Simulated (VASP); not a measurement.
Here is a VASP 6.6.1 calculation.

The input INCAR:

```
SYSTEM = Cu3F2
PREC = Accurate ; ENCUT = 600
EDIFF = 1E-6 ; ISMEAR = 0
SIGMA = 0.1 ; LREAL = .False.
LASPH = .True. ; NELM = 60
ALGO = Normal ; ISIF = 3
LWAVE = .False. ; LCHARG = .False.
GGA = PE ; IBRION = 2
NSW = 90 ; EDIFFG = -0.04
```

File KPOINTS:

```
regular mesh
0
Gamma
  6 6 4
  0 0 0
```

File POSCAR:

```
Cu3F2
1.0
    3.5093919598      0.0000000000      0.0000000000
   -1.7546959799      3.0392225890      0.0000000000
    0.0000000000      0.0000000000      5.4600438359
Cu F
3 2
Direct
    0.0000000000      0.0000000000      0.0000000000
    0.3333333333      0.6666666667      0.6450000000
    0.6666666667      0.3333333333      0.3550000000
    0.3333333333      0.6666666667      0.2450000000
    0.6666666667      0.3333333333      0.7550000000
```

Potentials or basis: VASP PAW PBE potentials, release 64 (Cu, F).

Command:

```bash
$ cat potpaw_PBE.64/Cu/POTCAR potpaw_PBE.64/F/POTCAR > POTCAR
$ mpirun -np 1 vasp_std > vasp.out
```

(1) Estimate the relaxed cell.

(2) Predict the space group after relaxing (to 0.05 Å).

(3) Predict the relaxed volume.

## Answers

(1) a = 2.924 Å, b = 2.924 Å, c = 7.660 Å, α = 90.00°, β = 90.00°, γ = 120.00°.

(2) P-3m1 (No. 164).

(3) 11.34 Å³/atom.

Caveat: an odd number of electrons without spin polarisation forces a metal; a magnetic or distorted state may lie lower.
